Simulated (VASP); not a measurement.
Crystal: KBr.

```
K Br
1.0
     0.00000    3.68830    3.68830
     3.68830    0.00000    3.68830
     3.68830    3.68830    0.00000
K Br
1 1
Direct
  0.00000 0.00000 0.00000
  0.25000 0.25000 0.25000
```

Program: VASP 6.6.1. Alike in all runs: task single point; no spin polarisation; cell as given; k mesh 4 × 4 × 4; cutoff (eV) 520; smearing gaussian 0.01 eV.

Question: Order these runs on this cell by their band gap on the k mesh, lowest first.
A. level PBE; potentials or basis VASP PAW PBE potentials, release 64 (K_sv, Br)
B. level r2SCAN; potentials or basis VASP PAW PBE potentials, release 64 (K_sv, Br)
C. level LDA; potentials or basis VASP PAW LDA potentials, release 64 (K_sv, Br)

Answer: C (3.99 eV), A (4.28 eV), B (4.84 eV).

A k mesh can miss the band edges.
